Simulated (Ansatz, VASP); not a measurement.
# One calculation of AgCl, two programs

INCAR

```
SYSTEM = AgCl
PREC = Accurate
ENCUT = 520
EDIFF = 1E-6
ISMEAR = -1
SIGMA = 0.02
LREAL = .False.
LASPH = .True.
NELM = 100
ALGO = Normal
ISIF = 2
LWAVE = .False.
LCHARG = .True.
GGA = CA
LELF = .True.
LVHAR = .True.
NBANDS = 16
```

File KPOINTS:

```
regular mesh
0
Gamma
  8 8 8
  0 0 0
```

File POSCAR:

```
AgCl
1.0
    0.0831945000      2.8147472500      2.8147472500
    2.8147472500      0.0831945000      2.8147472500
    2.8147472500      2.8147472500      0.0831945000
Ag Cl
1 1
Direct
    0.5000000000      0.5000000000      0.5000000000
    0.0000000000      0.0000000000      0.0000000000
```

Input for Ansatz:

```yaml
crystal:
  lattice:
    - [0.0831945, 2.81474725, 2.81474725]
    - [2.81474725, 0.0831945, 2.81474725]
    - [2.81474725, 2.81474725, 0.0831945]
  atoms:
    - { symbol: Ag, position: [0.5, 0.5, 0.5] }
    - { symbol: Cl, position: [0.0, 0.0, 0.0] }
kpoints:
  mp_grid: { grid: [8, 8, 8] }
  band_path:
    path:
      - [0.0, 0.0, 0.0]
      - [0.5, 0.5, 0.5]
      - [0.2428775097, 0.5, 0.7571224903]
      - [-0.2428775097, 0.2428775097, 0.5]
      - [0.0, 0.0, 0.5]
      - [0.0, 0.0, 0.0]
      - [-0.3714387548, 0.0, 0.3714387548]
      - [0.0, 0.3714387548, 0.6285612452]
      - [0.0, 0.5, 0.5]
    npoints: 5
scf:
  occupations: { method: fermi_dirac, width: 0.02 }
hamiltonian:
  xc: lda
  pseudopotentials: { kind: all_electron, lapw: { basis_error: 0.0005 } }
output:
  forces: true
  stress: true
  eigenvalues: true
```

Change from the starting cell: equal xy, yz and zx shear strains of +3 %.

Alike in both runs: task single point; functional LDA; k mesh 8 × 8 × 8; occupations fermi-dirac, width 0.02 eV; no spin polarisation.

|  | VASP | Ansatz |
| --- | --- | --- |
| version | VASP 6.6.1 | Ansatz 0.2.0 |
| potentials or method | VASP PAW LDA potentials, release 64 (Ag, Cl), cutoff 520 eV | all-electron LAPW, scalar-relativistic |

|  | VASP | Ansatz | Ansatz less VASP |
| --- | --- | --- | --- |
| pressure (GPa) | -5.6 | -5.6 | +0.01 |
| traceless stress, the component that is largest in VASP (GPa) | -0.26 | -0.26 | -0.001 |

LDA's correlation is that of Perdew and Zunger in VASP and of Perdew and Wang (1992) in Ansatz. Ansatz ran all-electron here, and VASP with PAW potentials.
